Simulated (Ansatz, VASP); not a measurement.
# W: VASP beside Ansatz

```
W
1.0
     0.00000    1.96547    2.12330
     1.96547    0.00000    2.12330
     1.96547    1.96547    0.00000
W
1
Direct
  0.00000 0.00000 0.00000
```

Alike in both runs: task single point; functional PBEsol; k mesh 22 × 22 × 22; occupations gaussian, width 0.15 eV; no spin polarisation.

|  | VASP | Ansatz |
| --- | --- | --- |
| version | VASP 6.6.1 | Ansatz 0.2.0 |
| potentials or method | VASP PAW PBE potentials, release 64 (W_sv), cutoff 500 eV | scalar-relativistic, plane waves, PAW |
| valence electrons in the cell | 14 | 14 |

|  | VASP | Ansatz | Ansatz less VASP |
| --- | --- | --- | --- |
| gap on the k mesh at the Fermi level (eV) | none | none | - |
| pressure (GPa) | -7.1 | -7.5 | -0.46 |
| traceless stress, the component that is largest in VASP (GPa) | 8.13 | 8.11 | -0.025 |

VASP's potentials were made for PBE, not for PBEsol, and Ansatz warns of the same on its side. A gap of «none» marks a metal or a gap that the smearing closes.

Neither program's run includes spin-orbit coupling.
